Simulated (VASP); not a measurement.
# TiAl (Pm-3m) in VASP: settings compared, part 2 of 2

VASP 6.6.1.

## (4) Single point, PBE0

This run uses another cell than the first one, of 15.10 Å³/atom.

POSCAR reads:

```
TiAl
1.0
    3.1141669331      0.0000000000      0.0000000000
    0.0000000000      3.1141669331      0.0000000000
    0.0000000000      0.0000000000      3.1141669331
Ti Al
1 1
Direct
    0.0000000000      0.0000000000      0.0000000000
    0.5000000000      0.5000000000      0.5000000000
```

INCAR.step1 reads:

```
SYSTEM = TiAl
PREC = Accurate
ENCUT = 520
EDIFF = 1E-5
ISMEAR = -1
SIGMA = 0.05
LREAL = .FALSE.
LASPH = .TRUE.
NELM = 100
ALGO = Normal
ISIF = 2
LWAVE = .TRUE.
GGA = PE
NBANDS = 14
```

INCAR.step2 reads:

```
SYSTEM = TiAl
PREC = Accurate
ENCUT = 520
EDIFF = 1E-6
ISMEAR = -1
SIGMA = 0.05
LREAL = .FALSE.
LASPH = .TRUE.
NELM = 100
ALGO = Normal
ISIF = 2
LWAVE = .FALSE.
LCHARG = .TRUE.
GGA = PE
LHFCALC = .TRUE.
AEXX = 0.25
PRECFOCK = Normal
LELF = .TRUE.
LVHAR = .TRUE.
ISTART = 1
NBANDS = 14
```

KPOINTS reads:

```
Automatic mesh
0
G
  6 6 6
  0 0 0
```

Potentials or basis: VASP PAW PBE potentials, release 64 (Ti_sv, Al).

Launch:

```
$ cat potpaw_PBE.64/Ti_sv/POTCAR potpaw_PBE.64/Al/POTCAR > POTCAR
$ cp INCAR.step1 INCAR
$ mpirun -np 1 vasp_std > vasp.out
$ cp INCAR.step2 INCAR
$ mpirun -np 1 vasp_std > vasp.out
```

OUTCAR:

```text
SYSTEM = TiAl
   PREC = Accurate
   ENCUT = 520
   EDIFF = 1E-6
   ISMEAR = -1
   LREAL = .FALSE.
   LASPH = .TRUE.
   NELM = 100
   ISIF = 2
   GGA = PE
   LHFCALC = .TRUE.
   AEXX = 0.25
   PRECFOCK = Normal
   ISTART = 1

 ion  position               nearest neighbor table
   1  0.000  0.000  0.000-   2 2.70   2 2.70   2 2.70   2 2.70   2 2.70   2 2.70   2 2.70   2 2.70

   2  0.500  0.500  0.500-   1 2.70   1 2.70   1 2.70   1 2.70   1 2.70   1 2.70   1 2.70   1 2.70

  LATTYP: Found a simple cubic cell.
 ALAT       =     3.1141669331

  Lattice vectors:

 A1 = (   3.1141669331,   0.0000000000,   0.0000000000)
 A2 = (   0.0000000000,   3.1141669331,   0.0000000000)
 A3 = (   0.0000000000,   0.0000000000,   3.1141669331)

Analysis of symmetry for initial positions (statically):
=====================================================================
 Subroutine PRICEL returns:
 Original cell was already a primitive cell.

 Routine SETGRP: Setting up the symmetry group for a
 simple cubic supercell.

 Subroutine GETGRP returns: Found 48 space group operations
 (whereof 48 operations were pure point group operations)
 out of a pool of 48 trial point group operations.

The static configuration has the point symmetry O_h .

Analysis of symmetry for dynamics (positions and initial velocities):
=====================================================================
 Subroutine PRICEL returns:
 Original cell was already a primitive cell.

 Routine SETGRP: Setting up the symmetry group for a
 simple cubic supercell.

 Subroutine GETGRP returns: Found 48 space group operations
 (whereof 48 operations were pure point group operations)
 out of a pool of 48 trial point group operations.

The dynamic configuration has the point symmetry O_h .

 Subroutine INISYM returns: Found 48 space group operations
 (whereof 48 operations are pure point group operations),
 and found     1 'primitive' translations

----------------------------------------------------------------------------------------

                                     Primitive cell

  volume of cell :      30.2013

  direct lattice vectors                    reciprocal lattice vectors
     3.114166933  0.000000000  0.000000000     0.321113165  0.000000000  0.000000000
     0.000000000  3.114166933  0.000000000     0.000000000  0.321113165  0.000000000
     0.000000000  0.000000000  3.114166933     0.000000000  0.000000000  0.321113165

  length of vectors
     3.114166933  3.114166933  3.114166933     0.321113165  0.321113165  0.321113165

  position of ions in fractional coordinates (direct lattice)
     0.000000000  0.000000000  0.000000000
     0.500000000  0.500000000  0.500000000

  ion indices of the primitive-cell ions
   primitive index   ion index
                 1           1
                 2           2

----------------------------------------------------------------------------------------

 KPOINTS: Automatic mesh

Automatic generation of k-mesh.
 Grid dimensions read from file:
 generate k-points for:    6    6    6

 Generating k-lattice:

  Cartesian coordinates                     Fractional coordinates (reciprocal lattice)
[... 43 lines left out ...]
   NGX,Y,Z   is equivalent  to a cutoff of  12.81, 12.81, 12.81 a.u.
   NGXF,Y,Z  is equivalent  to a cutoff of  25.62, 25.62, 25.62 a.u.
 SYSTEM =  TiAl
   PREC   = accura    normal or accurate (medium, high low for compatibility)
   ISTART =      1    job   : 0-new  1-cont  2-samecut
   ICHARG =      0    charge: 1-file 2-atom 10-const
   ISPIN  =      1    spin polarized calculation?
   LNONCOLLINEAR =      F non collinear calculations
   LSORBIT =      F    spin-orbit coupling
   LASPH  =      T    aspherical Exc in radial PAW
   ENCUT  =  520.0 eV  38.22 Ry    6.18 a.u.   5.79  5.79  5.79*2*pi/ulx,y,z
   NELM   =    100;   NELMIN=  2; NELMDL=  0     # of ELM steps
   EDIFF  = 0.1E-05   stopping-criterion for ELM
   LREAL  =      F    real-space projection
   EDIFFG = 0.1E-04   stopping-criterion for IOM
   NSW    =      0    number of steps for IOM
   IBRION =     -1    ionic relax: 0-MD 1-quasi-New 2-CG
   NFREE  =      0    steps in history (QN), initial steepest desc. (CG)
   ISIF   =      2    stress and relaxation
   ISYM   =      3    0-nonsym 1-usesym 2-fastsym
   POTIM  = 0.5000    time-step for ionic-motion
   TEBEG  =    0.0;   TEEND  =   0.0 temperature during run
   PSTRESS=    0.0 pullay stress
   NELECT =      15.0000    total number of electrons
   NUPDOWN=      -1.0000    fix difference up-down
   EMIN   =  10.00;   EMAX   =-10.00  energy-range for DOS
   EFERMI =   0.00;   METHOD = LEGACY
   ISMEAR =    -1;   SIGMA  =   0.05  broadening in eV -4-tet -1-fermi 0-gaus
   EFERMI_NEDOS =   21; number of points for ismear=-14 and -15
   IALGO  =     38    algorithm
   IMIX   =      1    mixing-type and parameters
     AMIX     =   0.40;   BMIX     =  1.00
     AMIX_MAG =   1.60;   BMIX_MAG =  1.00
  volume/ion in A,a.u.               =      15.10       101.90
  Fermi-wavevector in a.u.,A,eV,Ry     =   1.296473  2.449978 22.869235  1.680841
  Thomas-Fermi vector in A             =   2.427927
   LORBIT       =      0    0 simple, 1 ext, 2 COOP (PROOUT), +10 PAW based schemes
   GGA     = PE    functional components
   LHFCALC =     T    Hartree Fock is set to
   PRECFOCK=normal    Normal, Fast or Accurate (Low or Medium for compatibility)
   ENCUT4O =  -1.0   cutoff for four orbital integrals eV
   NKREDX  =     1    reduce k-point grid by
   NKREDY  =     1    reduce k-point grid by
   NKREDZ  =     1    reduce k-point grid by
   AEXX    =    0.2500 exact exchange contribution
   HFSCREEN=    0.0000 screening length (either q_TF or 0.3 A-1)
   HFSCREENC=   0.0000 screening length for correlation (either q_TF or 0.3 A-1)
   ENCUTFOCK=  -1.0 apply spherical cutoff to Coloumb kernel
   IVDW    =     0    specifies the selected vdW correction
   LEPSILON=     F    determine dielectric tensor
   LRPA    =     F    only Hartree local field effects (RPA)
 non-spin polarized calculation
  energy-cutoff  :      520.00
  volume of cell :       30.20
 maximum number of plane-waves:       840
 NGX is ok and might be reduce to    24
  NGX = 18; NGY = 18; NGZ = 18

 number of electron      14.9999999 magnetization

 Free energy of the ion-electron system (eV)
  ---------------------------------------------------
  ext. energy  EPLUGINS =         0.00000000
  ---------------------------------------------------
  free energy    TOTEN  =       -15.54033942 eV

  energy without entropy =      -15.53571711  energy(sigma->0) =      -15.53802827

 E-fermi :   9.8672     XC(G=0):  -8.9301

 val. band max:        9.1905519652   @ k =   0.3333   0.3333   0.1667
 cond. band min:       9.9698362281   @ k =   0.3333   0.1667   0.1667
 fundamental gap:      0.7792842629
 Fermi energy:         9.8671934617

 k-point     1 :       0.0000    0.0000    0.0000
  band No.  band energies     occupation
      1     -52.5625      2.00000
      2     -27.0984      2.00000
      3     -27.0984      2.00000
      4     -27.0984      2.00000
      5      -1.9991      2.00000
      6       6.9075      2.00000
      7       6.9075      2.00000
      8      12.7982      0.00000
      9      12.7982      0.00000
     10      12.7982      0.00000
     11      15.0990      0.00000
     12      15.0990      0.00000
     13      15.0990      0.00000
     14      19.9766      0.00000
[... 309 lines left out ...]
      1     -52.4963      2.00000
      2     -27.2837      2.00000
      3     -27.2837      2.00000
      4     -27.2837      2.00000
      5       5.3234      2.00000
      6       5.3234      2.00000
      7       5.3234      2.00000
      8      11.1421      0.00000
      9      13.2229      0.00000
     10      13.2229      0.00000
     11      13.2229      0.00000
     12      13.4550      0.00000
     13      13.4550      0.00000
     14      18.0650      0.00000

------------------------ aborting loop because EDIFF is reached ----------------------------------------

  FORCE on cell =-STRESS in cart. coord.  units (eV):
  Direction    XX          YY          ZZ          XY          YZ          ZX
  --------------------------------------------------------------------------------------
  -------------------------------------------------------------------------------------
  Total        1.0210337      1.0210337      1.0210337     -0.0000000      0.0000000      0.0000000
  in kB       54.1657805     54.1657805     54.1657805     -0.0000000      0.0000000      0.0000000
  external PRESSURE =      54.1657805 kB  Pullay stress =       0.0000000 kB

 VOLUME and BASIS-vectors are now :
 -----------------------------------------------------------------------------
  energy-cutoff  :      520.00
  volume of cell :       30.20
      direct lattice vectors                 reciprocal lattice vectors
     3.114166933  0.000000000  0.000000000     0.321113165  0.000000000  0.000000000
     0.000000000  3.114166933  0.000000000     0.000000000  0.321113165  0.000000000
     0.000000000  0.000000000  3.114166933     0.000000000  0.000000000  0.321113165

 POSITION                                       TOTAL-FORCE (eV/Angst)
 -----------------------------------------------------------------------------------
      0.00000      0.00000      0.00000         0.000000      0.000000      0.000000
      1.55708      1.55708      1.55708         0.000000      0.000000      0.000000
 -----------------------------------------------------------------------------------
    total drift:                                0.000000      0.000000      0.000000

  FREE ENERGIE OF THE ION-ELECTRON SYSTEM (eV)
  ---------------------------------------------------
  free  energy   TOTEN  =       -15.5403394244 eV

  energy  without entropy=      -15.5357171123  energy(sigma->0) =      -15.53802827
```

Wall time 37 min (1 thread of Intel Xeon 8259CL, shared host); peak memory 0.16 GiB.

Results:

* Free energy: -15.5403 eV
* Pressure: 5.4 GPa
* Band gap on the k mesh: zero (an odd number of electrons rules out a gap without spin polarisation)

Levels at points of the mesh, in eV from the Fermi level:
| k point | band 3 | band 4 | band 5 | band 6 | band 7 | band 8 | band 9 | band 10 | band 11 | band 12 |
| --- | --- | --- | --- | --- | --- | --- | --- | --- | --- | --- |
| (0.00, 0.00, 0.00) | -36.97 | -36.97 | -11.87 | -2.96 | -2.96 | 2.93 | 2.93 | 2.93 | 5.23 | 5.23 |
| (0.50, 0.00, 0.00) | -36.95 | -36.95 | -7.98 | -7.21 | -1.81 | 0.65 | 0.65 | 3.20 | 3.85 | 7.01 |
| (0.50, 0.50, 0.00) | -37.19 | -36.92 | -6.72 | -3.48 | -3.48 | -2.84 | 1.46 | 1.46 | 3.51 | 5.78 |
| (0.50, 0.50, 0.50) | -37.15 | -37.15 | -4.54 | -4.54 | -4.54 | 1.27 | 3.36 | 3.36 | 3.36 | 3.59 |

Caveat: the cell stands under pressure; the PAW data sets were made with another functional, which shifts forces and pressure a little.

## (5) The runs side by side

| task | level | cell | k mesh | cutoff (eV) | share of exact exchange | gap on the mesh (eV) | pressure (GPa) |
| --- | --- | --- | --- | --- | --- | --- | --- |
| relaxation of cell and atoms | HF | relaxed from a = 3.179 Å, 2 atoms | 4 × 4 × 4 | 600 | 1 | none | 0.0 |
| single point | HF | a = 3.204 Å, 2 atoms | 4 × 4 × 4 | 520 | 1 | none | 2.5 |
| single point | PBE0 | a = 3.114 Å, 2 atoms | 6 × 6 × 6 | 520 | 0.25 | none | 5.4 |

Alike in all rows: potentials or basis VASP PAW PBE potentials, release 64 (Ti_sv, Al); no spin polarisation; smearing fermi-dirac 0.05 eV.

Caveats: some runs use coarse meshes; the PAW data sets were made with another functional, which shifts forces and pressure a little; the cell stands under pressure (at least some runs).

Total energies depend on the potentials used, so only differences within one code and one set of settings carry meaning.
